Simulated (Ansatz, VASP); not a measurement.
## One calculation of PbS, two programs

```xyz
2
Lattice="3.5984 0.0000 0.0000 0.0000 3.5984 0.0000 0.0000 0.0000 3.5984" Properties=species:S:1:pos:R:3 pbc="T T T"
Pb    0.0000    0.0000    0.0000
S     1.7992    1.7992    1.7992
```

Alike in both runs: task single point; functional r2SCAN; k mesh 6 × 6 × 6; occupations fermi-dirac, width 0.02 eV; no spin polarisation.

```csv
,VASP,Ansatz
version,VASP 6.6.1,Ansatz 0.2.0
potentials or method,"VASP PAW PBE potentials, release 64 (Pb_d, S)","plane waves, PAW"
plane-wave cutoff (eV),520,500
valence electrons in the cell,20,20
```

|  | VASP | Ansatz | Ansatz less VASP |
| --- | --- | --- | --- |
| pressure (GPa) | 2.1 | 2.1 | 0.00 |

VASP's potentials were made for PBE, not for r2SCAN.

Spin-orbit coupling is off throughout.
